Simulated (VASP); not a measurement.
# Cs2InAgCl6 (Fm-3m) in VASP: a series of runs

Cs2InAgCl6 is run at these levels: LDA; tasks: single point.

Program: VASP 6.6.1. These are calculated values, not measurements. Logs are shortened: lines on timing, memory, paths and dates and some standing lists are left out, and cuts for length are marked.

## (1) The cell of the first run

Symmetry: Fm-3m, No. 225, cubic system. Conventional cell: a = 10.724 Å, b = 10.724 Å, c = 10.724 Å, α = 90.00°, β = 90.00°, γ = 90.00°. Within 5.0 Å of Cs (site symmetry -43m) lie 12 Cl at 3.79 Å and 4 In at 4.64 Å and 4 Ag at 4.64 Å. In (site symmetry m-3m) has 6 Cl at 2.57 Å within 3.4 Å. Within 3.7 Å of Ag (site symmetry m-3m) lie 6 Cl at 2.79 Å. Cl (site symmetry 4mm) has 1 In at 2.57 Å and 1 Ag at 2.79 Å within 3.4 Å.

## (2) Single point, LDA

INCAR reads:

```
  PREC = Accurate
  ENCUT = 500
  EDIFF = 1E-6
  ISMEAR = 0
  SIGMA = 0.01
  LREAL = F
  LASPH = T
  NELM = 120
  ALGO = Normal
  ISIF = 2
  LWAVE = F
  LCHARG = F
  GGA = CA
  NBANDS = 53
  GGA_COMPAT = F
```

KPOINTS reads:

```
Automatic mesh
0
Gamma
  4 4 4
```

POSCAR reads:

```
Cs2InAgCl6
1.0
    0.0000000000      5.3622207911      5.3622207911
    5.3622207911      0.0000000000      5.3622207911
    5.3622207911      5.3622207911      0.0000000000
Cs In Ag Cl
2 1 1 6
Direct
    0.2500000000      0.2500000000      0.2500000000
    0.7500000000      0.7500000000      0.7500000000
    0.0000000000      0.0000000000      0.0000000000
    0.5000000000      0.5000000000      0.5000000000
    0.7602100000      0.2397900000      0.2397900000
    0.2397900000      0.7602100000      0.2397900000
    0.2397900000      0.7602100000      0.7602100000
    0.7602100000      0.2397900000      0.7602100000
    0.2397900000      0.2397900000      0.7602100000
    0.7602100000      0.7602100000      0.2397900000
```

Potentials or basis: VASP PAW LDA potentials, release 64 (Cs_sv, In_d, Ag, Cl).

Command:

```
cat potpaw_LDA.64/Cs_sv/POTCAR potpaw_LDA.64/In_d/POTCAR potpaw_LDA.64/Ag/POTCAR potpaw_LDA.64/Cl/POTCAR > POTCAR
mpirun -np 1 vasp_std > vasp.out
```

OUTCAR:

```text
PREC = Accurate
   ENCUT = 500
   EDIFF = 1E-6
   ISMEAR = 0
   LREAL = F
   LASPH = T
   NELM = 120
   ISIF = 2
   GGA = CA

 ion  position               nearest neighbor table
   1  0.250  0.250  0.250-
   2  0.750  0.750  0.750-
   3  0.000  0.000  0.000-   5 2.57   6 2.57   7 2.57   8 2.57   9 2.57  10 2.57
   4  0.500  0.500  0.500-   5 2.79   6 2.79   7 2.79   8 2.79   9 2.79  10 2.79
   5  0.760  0.240  0.240-   3 2.57   4 2.79
   6  0.240  0.760  0.240-   3 2.57   4 2.79
   7  0.240  0.760  0.760-   3 2.57   4 2.79
   8  0.760  0.240  0.760-   3 2.57   4 2.79
   9  0.240  0.240  0.760-   3 2.57   4 2.79
  10  0.760  0.760  0.240-   3 2.57   4 2.79

  LATTYP: Found a face centered cubic cell.
 ALAT       =    10.7244415822

  Lattice vectors:

 A1 = (   0.0000000000,   5.3622207911,   5.3622207911)
 A2 = (   5.3622207911,   0.0000000000,   5.3622207911)
 A3 = (   5.3622207911,   5.3622207911,   0.0000000000)

Analysis of symmetry for initial positions (statically):
=====================================================================
 Subroutine PRICEL returns:
 Original cell was already a primitive cell.

 Routine SETGRP: Setting up the symmetry group for a
 face centered cubic supercell.

 Subroutine GETGRP returns: Found 48 space group operations
 (whereof 48 operations were pure point group operations)
 out of a pool of 48 trial point group operations.

The static configuration has the point symmetry O_h .

Analysis of symmetry for dynamics (positions and initial velocities):
=====================================================================
 Subroutine PRICEL returns:
 Original cell was already a primitive cell.

 Routine SETGRP: Setting up the symmetry group for a
 face centered cubic supercell.

 Subroutine GETGRP returns: Found 48 space group operations
 (whereof 48 operations were pure point group operations)
 out of a pool of 48 trial point group operations.

The dynamic configuration has the point symmetry O_h .

 Subroutine INISYM returns: Found 48 space group operations
 (whereof 48 operations are pure point group operations),
 and found     1 'primitive' translations

----------------------------------------------------------------------------------------

                                     Primitive cell

  volume of cell :     308.3643

  direct lattice vectors                    reciprocal lattice vectors
     0.000000000  5.362220791  5.362220791    -0.093244948  0.093244948  0.093244948
     5.362220791  0.000000000  5.362220791     0.093244948 -0.093244948  0.093244948
     5.362220791  5.362220791  0.000000000     0.093244948  0.093244948 -0.093244948

  length of vectors
     7.583325367  7.583325367  7.583325367     0.161504988  0.161504988  0.161504988

  position of ions in fractional coordinates (direct lattice)
     0.250000000  0.250000000  0.250000000
     0.750000000  0.750000000  0.750000000
     0.000000000  0.000000000  0.000000000
     0.500000000  0.500000000  0.500000000
     0.760210000  0.239790000  0.239790000
     0.239790000  0.760210000  0.239790000
     0.239790000  0.760210000  0.760210000
     0.760210000  0.239790000  0.760210000
     0.239790000  0.239790000  0.760210000
     0.760210000  0.760210000  0.239790000

  ion indices of the primitive-cell ions
   primitive index   ion index
                 1           1
                 2           2
                 3           3
                 4           4
                 5           5
                 6           6
                 7           7
                 8           8
                 9           9
                10          10

----------------------------------------------------------------------------------------

 KPOINTS: Automatic mesh

Automatic generation of k-mesh.
 Grid dimensions read from file:
 generate k-points for:    4    4    4

 Generating k-lattice:

  Cartesian coordinates                     Fractional coordinates (reciprocal lattice)
    -0.023311237  0.023311237  0.023311237     0.250000000  0.000000000  0.000000000
     0.023311237 -0.023311237  0.023311237     0.000000000  0.250000000  0.000000000
     0.023311237  0.023311237 -0.023311237     0.000000000  0.000000000  0.250000000

  Length of vectors
     0.040376247  0.040376247  0.040376247

  Shift w.r.t. Gamma in fractional coordinates (k-lattice)
     0.000000000  0.000000000  0.000000000

 Subroutine IBZKPT returns following result:
 ===========================================

 Found      8 irreducible k-points:

 Following reciprocal coordinates:
            Coordinates               Weight
  0.000000  0.000000  0.000000      1.000000
  0.250000  0.000000  0.000000      8.000000
  0.500000  0.000000  0.000000      4.000000
  0.250000  0.250000  0.000000      6.000000
  0.500000  0.250000  0.000000     24.000000
 -0.250000  0.250000  0.000000     12.000000
  0.500000  0.500000  0.000000      3.000000
 -0.250000  0.500000  0.250000      6.000000
   k-points           NKPTS =      8   k-points in BZ     NKDIM =      8   number of bands    NBANDS=     53
   number of dos      NEDOS =    301   number of ions     NIONS =     10
   total plane-waves  NPLWV = 175616
   dimension x,y,z NGX =    56 NGY =   56 NGZ =   56
   dimension x,y,z NGXF=   112 NGYF=  112 NGZF=  112
   ions per type =               2   1   1   6
   NGX,Y,Z   is equivalent  to a cutoff of  12.28, 12.28, 12.28 a.u.
   NGXF,Y,Z  is equivalent  to a cutoff of  24.55, 24.55, 24.55 a.u.
 SYSTEM =  unknown system
   PREC   = accura    normal or accurate (medium, high low for compatibility)
   ISTART =      0    job   : 0-new  1-cont  2-samecut
   ICHARG =      2    charge: 1-file 2-atom 10-const
   ISPIN  =      1    spin polarized calculation?
   LNONCOLLINEAR =      F non collinear calculations
   LSORBIT =      F    spin-orbit coupling
   LASPH  =      T    aspherical Exc in radial PAW
   ENCUT  =  500.0 eV  36.75 Ry    6.06 a.u.  13.83 13.83 13.83*2*pi/ulx,y,z
   NELM   =    120;   NELMIN=  2; NELMDL= -5     # of ELM steps
   EDIFF  = 0.1E-05   stopping-criterion for ELM
   LREAL  =      F    real-space projection
   EDIFFG = 0.1E-04   stopping-criterion for IOM
   NSW    =      0    number of steps for IOM
   IBRION =     -1    ionic relax: 0-MD 1-quasi-New 2-CG
   NFREE  =      0    steps in history (QN), initial steepest desc. (CG)
   ISIF   =      2    stress and relaxation
   ISYM   =      2    0-nonsym 1-usesym 2-fastsym
   POTIM  = 0.5000    time-step for ionic-motion
   TEBEG  =    0.0;   TEEND  =   0.0 temperature during run
   PSTRESS=    0.0 pullay stress
   NELECT =      84.0000    total number of electrons
   NUPDOWN=      -1.0000    fix difference up-down
   EMIN   =  10.00;   EMAX   =-10.00  energy-range for DOS
   EFERMI =   0.00;   METHOD = LEGACY
   ISMEAR =     0;   SIGMA  =   0.01  broadening in eV -4-tet -1-fermi 0-gaus
   EFERMI_NEDOS =   21; number of points for ismear=-14 and -15
   IALGO  =     38    algorithm
   IMIX   =      4    mixing-type and parameters
     AMIX     =   0.40;   BMIX     =  1.00
     AMIX_MAG =   1.60;   BMIX_MAG =  1.00
  volume/ion in A,a.u.               =      30.84       208.09
  Fermi-wavevector in a.u.,A,eV,Ry     =   1.061239  2.005451 15.323268  1.126228
  Thomas-Fermi vector in A             =   2.196648
   LORBIT       =      0    0 simple, 1 ext, 2 COOP (PROOUT), +10 PAW based schemes
   GGA     = CA    functional components
   LHFCALC =     F    Hartree Fock is set to
   AEXX    =    0.0000 exact exchange contribution
   IVDW    =     0    specifies the selected vdW correction
   LEPSILON=     F    determine dielectric tensor
   LRPA    =     F    only Hartree local field effects (RPA)
 non-spin polarized calculation
 Gauss-broadening in eV      SIGMA  =   0.01
  energy-cutoff  :      500.00
  volume of cell :      308.36
 maximum number of plane-waves:      7884
   NGX = 27   NGY = 27   NGZ = 27

 number of electron      84.0000006 magnetization

 Free energy of the ion-electron system (eV)
  ---------------------------------------------------
  ext. energy  EPLUGINS =         0.00000000
  ---------------------------------------------------
  free energy    TOTEN  =       -36.14735972 eV

  energy without entropy =      -36.14735972  energy(sigma->0) =      -36.14735972

 E-fermi :   0.5132     XC(G=0):  -8.7197

 val. band max:        0.4111539768   @ k =   0.0000   0.0000   0.0000
 cond. band min:       1.2726379091   @ k =   0.0000   0.0000   0.0000
 fundamental gap:      0.8614839324
 Fermi energy:         0.5131762889

 k-point     1 :       0.0000    0.0000    0.0000
  band No.  band energies     occupation
      1     -19.0564      2.00000
      2     -19.0431      2.00000
      3     -13.7167      2.00000
      4     -13.7167      2.00000
      5     -13.4212      2.00000
      6     -12.9515      2.00000
[... 45 lines left out ...]
     52       7.2147      0.00000
     53       7.2147      0.00000

 k-point     2 :       0.2500    0.0000    0.0000
  band No.  band energies     occupation
      1     -19.0541      2.00000
      2     -19.0446      2.00000
      3     -13.7218      2.00000
      4     -13.7218      2.00000
      5     -13.3847      2.00000
      6     -12.9969      2.00000
[... 45 lines left out ...]
     52       7.5003      0.00000
     53       7.5079      0.00000

 k-point     3 :       0.5000    0.0000    0.0000
  band No.  band energies     occupation
      1     -19.0490      2.00000
      2     -19.0489      2.00000
      3     -13.7268      2.00000
      4     -13.7268      2.00000
      5     -13.3337      2.00000
      6     -13.0676      2.00000
[... 45 lines left out ...]
     52       7.7548      0.00000
     53       7.9516      0.00000

 k-point     4 :       0.2500    0.2500    0.0000
  band No.  band energies     occupation
      1     -19.0537      2.00000
      2     -19.0448      2.00000
      3     -13.7361      2.00000
      4     -13.7160      2.00000
      5     -13.3736      2.00000
      6     -12.9537      2.00000
[... 45 lines left out ...]
     52       7.6531      0.00000
     53       7.6939      0.00000

 k-point     5 :       0.5000    0.2500    0.0000
  band No.  band energies     occupation
      1     -19.0504      2.00000
      2     -19.0473      2.00000
      3     -13.7452      2.00000
      4     -13.7211      2.00000
      5     -13.3298      2.00000
      6     -13.0087      2.00000
[... 45 lines left out ...]
     52       7.8561      0.00000
     53       7.9413      0.00000

 k-point     6 :      -0.2500    0.2500    0.0000
  band No.  band energies     occupation
      1     -19.0512      2.00000
      2     -19.0467      2.00000
      3     -13.7318      2.00000
      4     -13.7268      2.00000
      5     -13.3425      2.00000
      6     -13.0132      2.00000
[... 45 lines left out ...]
     52       7.7211      0.00000
     53       7.9315      0.00000

 k-point     7 :       0.5000    0.5000    0.0000
  band No.  band energies     occupation
      1     -19.0509      2.00000
      2     -19.0465      2.00000
      3     -13.7623      2.00000
      4     -13.7152      2.00000
      5     -13.3228      2.00000
      6     -12.9513      2.00000
[... 45 lines left out ...]
     52       7.8047      0.00000
     53       7.8619      0.00000

 k-point     8 :      -0.2500    0.5000    0.2500
  band No.  band energies     occupation
      1     -19.0487      2.00000
      2     -19.0487      2.00000
      3     -13.7509      2.00000
      4     -13.7229      2.00000
      5     -13.3187      2.00000
      6     -12.9710      2.00000
[... 45 lines left out ...]
     52       7.7058      0.00000
     53       7.9478      0.00000

------------------------ aborting loop because EDIFF is reached ----------------------------------------

  FORCE on cell =-STRESS in cart. coord.  units (eV):
  Direction    XX          YY          ZZ          XY          YZ          ZX
  --------------------------------------------------------------------------------------
  -------------------------------------------------------------------------------------
  Total       -7.7313206     -7.7313206     -7.7313206     -0.0000000     -0.0000000      0.0000000
  in kB      -40.1698483    -40.1698483    -40.1698483     -0.0000000     -0.0000000      0.0000000
  external PRESSURE =     -40.1698483 kB  Pullay stress =       0.0000000 kB

 VOLUME and BASIS-vectors are now :
 -----------------------------------------------------------------------------
  energy-cutoff  :      500.00
  volume of cell :      308.36
      direct lattice vectors                 reciprocal lattice vectors
     0.000000000  5.362220791  5.362220791    -0.093244948  0.093244948  0.093244948
     5.362220791  0.000000000  5.362220791     0.093244948 -0.093244948  0.093244948
     5.362220791  5.362220791  0.000000000     0.093244948  0.093244948 -0.093244948

 POSITION                                       TOTAL-FORCE (eV/Angst)
 -----------------------------------------------------------------------------------
      2.68111      2.68111      2.68111        -0.000000      0.000000      0.000000
      8.04333      8.04333      8.04333        -0.000000     -0.000000     -0.000000
      0.00000      0.00000      0.00000        -0.000000     -0.000000     -0.000000
      5.36222      5.36222      5.36222        -0.000000     -0.000000     -0.000000
      2.57161      5.36222      5.36222         0.012415     -0.000000      0.000000
      5.36222      2.57161      5.36222        -0.000000      0.012415      0.000000
      8.15283      5.36222      5.36222        -0.012415     -0.000000      0.000000
      5.36222      8.15283      5.36222        -0.000000     -0.012415      0.000000
      5.36222      5.36222      2.57161        -0.000000     -0.000000      0.012415
      5.36222      5.36222      8.15283        -0.000000     -0.000000     -0.012415
 -----------------------------------------------------------------------------------
    total drift:                                0.000000      0.000000      0.000000

  FREE ENERGIE OF THE ION-ELECTRON SYSTEM (eV)
  ---------------------------------------------------
  free  energy   TOTEN  =       -36.1473597156 eV

  energy  without entropy=      -36.1473597156  energy(sigma->0) =      -36.14735972
```

It took 90 s on 1 thread of Intel Xeon 6975P-C (Granite Rapids), shared host; peak memory 0.41 GiB.

Results:

```
Free energy            : -36.1474 eV
Pressure               : -4.0 GPa
Largest force          : 0.012 eV/Å
Band gap on the k mesh : 0.86 eV
```

Forces on the atoms (eV/Å):
```
Cs   0.000  0.000  0.000
Cs   0.000  0.000  0.000
In   0.000  0.000  0.000
Ag   0.000  0.000  0.000
Cl   0.012  0.000  0.000
Cl   0.000  0.012  0.000
Cl  -0.012  0.000  0.000
Cl   0.000 -0.012  0.000
Cl   0.000  0.000  0.012
Cl   0.000  0.000 -0.012
```

Levels at points of the mesh, in eV from the valence-band top:
```csv
k point,band 39,band 40,band 41,band 42,band 43,band 44,band 45,band 46
"(0.00, 0.00, 0.00)",-0.68,-0.68,0.00,0.00,0.86,4.91,5.11,5.11
"(0.50, 0.00, 0.00)",-0.88,-0.88,-0.48,-0.48,2.63,3.57,6.13,6.41
"(0.50, 0.50, 0.00)",-0.79,-0.79,-0.69,0.00,3.21,5.13,6.21,6.23
```

Caveat: the cell stands under tension; spin-orbit coupling is left out, which moves the levels of the heavy elements. As with any semilocal functional, this LDA gap is likely too small.

(Continued in part 2 of 2.)
